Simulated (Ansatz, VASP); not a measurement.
# Hf2H in VASP and in Ansatz

```
CELL_PARAMETERS angstrom
4.47080 0.00000 0.00000
-2.23540 3.87183 0.00000
0.00000 0.00000 5.55350
ATOMIC_POSITIONS crystal
Hf 0.00000 0.00000 0.00000
Hf 0.00000 0.00000 0.50000
Hf 0.33333 0.66667 0.75000
Hf 0.66667 0.33333 0.25000
H 0.33333 0.66667 0.25000
H 0.66667 0.33333 0.75000
```

Change from the starting cell: species swapped into the Sm2Tl type (P6_3/mmc, No. 194).

Alike in both runs: task single point; functional PBE; k mesh 6 × 6 × 4; occupations gaussian, width 0.1 eV; no spin polarisation.

|  | VASP | Ansatz |
| --- | --- | --- |
| version | VASP 6.6.1 | Ansatz 0.2.0 |
| potentials or method | VASP PAW PBE potentials, release 64 (Hf_pv, H), cutoff 520 eV | scalar-relativistic, plane waves, PAW |
| valence electrons in the cell | 42 | 106 |

```csv
,VASP,Ansatz,Ansatz less VASP
gap on the k mesh at the Fermi level (eV),none,none,-
pressure (GPa),3.8,4.2,+0.36
"traceless stress, the component that is largest in VASP (GPa)",4.55,4.53,-0.025
```

A gap of «none» marks a metal or a gap that the smearing closes. VASP's potentials hold 42 valence electrons a cell and Ansatz's 106, so a difference there can come from the potentials and not from the codes.

Spin-orbit coupling is off throughout.
